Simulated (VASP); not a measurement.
# Mg3Cl (Pm-3m) in VASP: notebook, part 2 of 2

VASP 6.6.1.

### 3 Single point, PBE

This run uses another cell than the first one, of 24.97 Å³/atom.

The input, INCAR:

```
SYSTEM = Mg3Cl
ALGO = Normal
EDIFF = 1E-7
ENCUT = 520
GGA = PE
ISIF = 2
ISMEAR = 0
LASPH = .True.
LCHARG = .False.
LREAL = .False.
LWAVE = .False.
NBANDS = 14
NELM = 80
PREC = Accurate
SIGMA = 0.1
```

The input, KPOINTS:

```
k-points
0
Gamma
  4 4 4
  0 0 0
```

The input, POSCAR:

```
Mg3Cl
1.0
    4.6397463969      0.0000000000      0.0000000000
    0.0000000000      4.6397463969      0.0000000000
    0.0000000000      0.0000000000      4.6397463969
Mg Cl
3 1
Direct
    0.0000000000      0.5000000000      0.5000000000
    0.5000000000      0.0000000000      0.5000000000
    0.5000000000      0.5000000000      0.0000000000
    0.0000000000      0.0000000000      0.0000000000
```

Potentials or basis: VASP PAW PBE potentials, release 64 (Mg, Cl).

Launch:

```bash
cat potpaw_PBE.64/Mg/POTCAR potpaw_PBE.64/Cl/POTCAR > POTCAR
mpirun -np 1 vasp_std > vasp.out
```

OUTCAR:

```text
SYSTEM = Mg3Cl
   EDIFF = 1E-7
   ENCUT = 520
   GGA = PE
   ISIF = 2
   ISMEAR = 0
   LASPH = .True.
   LREAL = .False.
   NELM = 80
   PREC = Accurate

 ion  position               nearest neighbor table
   1  0.000  0.500  0.500-   2 3.28   3 3.28   3 3.28   2 3.28   2 3.28   3 3.28   3 3.28   2 3.28

   2  0.500  0.000  0.500-   1 3.28   3 3.28   3 3.28   1 3.28   3 3.28   3 3.28   1 3.28   1 3.28

   3  0.500  0.500  0.000-   1 3.28   2 3.28   1 3.28   2 3.28   2 3.28   2 3.28   1 3.28   1 3.28

   4  0.000  0.000  0.000-

  LATTYP: Found a simple cubic cell.
 ALAT       =     4.6397463969

  Lattice vectors:

 A1 = (   4.6397463969,   0.0000000000,   0.0000000000)
 A2 = (   0.0000000000,   4.6397463969,   0.0000000000)
 A3 = (   0.0000000000,   0.0000000000,   4.6397463969)

Analysis of symmetry for initial positions (statically):
=====================================================================
 Subroutine PRICEL returns:
 Original cell was already a primitive cell.

 Routine SETGRP: Setting up the symmetry group for a
 simple cubic supercell.

 Subroutine GETGRP returns: Found 48 space group operations
 (whereof 48 operations were pure point group operations)
 out of a pool of 48 trial point group operations.

The static configuration has the point symmetry O_h .

Analysis of symmetry for dynamics (positions and initial velocities):
=====================================================================
 Subroutine PRICEL returns:
 Original cell was already a primitive cell.

 Routine SETGRP: Setting up the symmetry group for a
 simple cubic supercell.

 Subroutine GETGRP returns: Found 48 space group operations
 (whereof 48 operations were pure point group operations)
 out of a pool of 48 trial point group operations.

The dynamic configuration has the point symmetry O_h .

 Subroutine INISYM returns: Found 48 space group operations
 (whereof 48 operations are pure point group operations),
[... 115 lines left out ...]
   LRPA    =     F    only Hartree local field effects (RPA)
 non-spin polarized calculation
 Gauss-broadening in eV      SIGMA  =   0.10
  energy-cutoff  :      520.00
  volume of cell :       99.88
 maximum number of plane-waves:      2730
 NGX is ok and might be reduce to    36
   NGX = 17   NGY = 17   NGZ = 17

 number of electron      13.0000003 magnetization

 Free energy of the ion-electron system (eV)
  ---------------------------------------------------
  ext. energy  EPLUGINS =         0.00000000
  ---------------------------------------------------
  free energy    TOTEN  =        -6.69191056 eV

  energy without entropy =       -6.67509592  energy(sigma->0) =       -6.68350324

 E-fermi :   2.7211     XC(G=0):  -8.3197

 val. band max:        2.6361237455   @ k =   0.2500   0.2500   0.2500
 cond. band min:       2.7237300633   @ k =   0.2500   0.2500   0.2500
 fundamental gap:      0.0876063178
 Fermi energy:         2.7211015077

 k-point     1 :       0.0000    0.0000    0.0000
  band No.  band energies     occupation
      1     -13.4884      2.00000
      2      -2.2906      2.00000
      3      -1.9353      2.00000
      4      -1.9353      2.00000
      5      -1.9353      2.00000
      6       3.6174      0.00000
      7       3.6174      0.00000
      8       4.6262      0.00000
      9       4.6262      0.00000
     10       4.6262      0.00000
     11       6.7821      0.00000
     12       8.6393      0.00000
     13       8.6393      0.00000
     14       8.6393      0.00000
[... 139 lines left out ...]
      1     -13.3772      2.00000
      2      -2.4583      2.00000
      3      -2.4583      2.00000
      4      -2.4583      2.00000
      5       1.1365      2.00000
      6       1.4828      2.00000
      7       1.4828      2.00000
      8       1.4828      2.00000
      9       5.1953      0.00000
     10       5.1953      0.00000
     11       5.1953      0.00000
     12       8.8241      0.00000
     13      12.6911      0.00000
     14      12.6911      0.00000

------------------------ aborting loop because EDIFF is reached ----------------------------------------

  FORCE on cell =-STRESS in cart. coord.  units (eV):
  Direction    XX          YY          ZZ          XY          YZ          ZX
  --------------------------------------------------------------------------------------
  -------------------------------------------------------------------------------------
  Total        0.0045595      0.0045595      0.0045595      0.0000000     -0.0000000     -0.0000000
  in kB        0.0731381      0.0731381      0.0731381      0.0000000     -0.0000000     -0.0000000
  external PRESSURE =       0.0731381 kB  Pullay stress =       0.0000000 kB

 VOLUME and BASIS-vectors are now :
 -----------------------------------------------------------------------------
  energy-cutoff  :      520.00
  volume of cell :       99.88
      direct lattice vectors                 reciprocal lattice vectors
     4.639746397  0.000000000  0.000000000     0.215529021  0.000000000  0.000000000
     0.000000000  4.639746397  0.000000000     0.000000000  0.215529021  0.000000000
     0.000000000  0.000000000  4.639746397     0.000000000  0.000000000  0.215529021

 POSITION                                       TOTAL-FORCE (eV/Angst)
 -----------------------------------------------------------------------------------
      0.00000      2.31987      2.31987         0.000000      0.000000      0.000000
      2.31987      0.00000      2.31987         0.000000      0.000000      0.000000
      2.31987      2.31987      0.00000         0.000000      0.000000      0.000000
      0.00000      0.00000      0.00000         0.000000      0.000000      0.000000
 -----------------------------------------------------------------------------------
    total drift:                                0.000000     -0.000000     -0.000000

  FREE ENERGIE OF THE ION-ELECTRON SYSTEM (eV)
  ---------------------------------------------------
  free  energy   TOTEN  =        -6.6919105630 eV

  energy  without entropy=       -6.6750959220  energy(sigma->0) =       -6.68350324
```

OSZICAR:

```text
N       E                     dE             d eps       ncg     rms          rms(c)
DAV:   1     0.330638707875E+02    0.33064E+02   -0.40062E+03   280   0.668E+02
DAV:   2    -0.258986412365E+01   -0.35654E+02   -0.32099E+02   396   0.941E+01
DAV:   3    -0.690722146623E+01   -0.43174E+01   -0.42851E+01   370   0.319E+01
DAV:   4    -0.695229897233E+01   -0.45078E-01   -0.45063E-01   328   0.400E+00
DAV:   5    -0.695282440506E+01   -0.52543E-03   -0.52543E-03   370   0.451E-01    0.775E+00
DAV:   6    -0.672827197322E+01    0.22455E+00   -0.52123E-01   328   0.331E+00    0.424E+00
DAV:   7    -0.669831658034E+01    0.29955E-01   -0.75501E-02   322   0.133E+00    0.148E+00
DAV:   8    -0.669198081805E+01    0.63358E-02   -0.10697E-02   328   0.557E-01    0.101E-01
DAV:   9    -0.669190926392E+01    0.71554E-04   -0.82445E-04   340   0.158E-01    0.462E-02
DAV:  10    -0.669190583994E+01    0.34240E-05   -0.82810E-05   346   0.561E-02    0.391E-02
DAV:  11    -0.669191061345E+01   -0.47735E-05   -0.62331E-06   352   0.147E-02    0.332E-03
DAV:  12    -0.669191052630E+01    0.87144E-07   -0.15815E-06   322   0.596E-03    0.248E-03
DAV:  13    -0.669191056296E+01   -0.36662E-07   -0.79218E-08   230   0.176E-03
   1 F= -.66919106E+01 E0= -.66835032E+01  d E =-.168146E-01
```

Run time: 8.9 s. Hardware: 1 thread of Intel Xeon 6975P-C (Granite Rapids), shared host; peak memory 0.2 GiB.

Results:

```
Free energy            : -6.6919 eV
Pressure               : 0.0 GPa
Band gap on the k mesh : zero (an odd number of electrons rules out a gap without spin polarisation)
```

The gap in the log of VASP goes by the Fermi energy; the results here count the filled bands.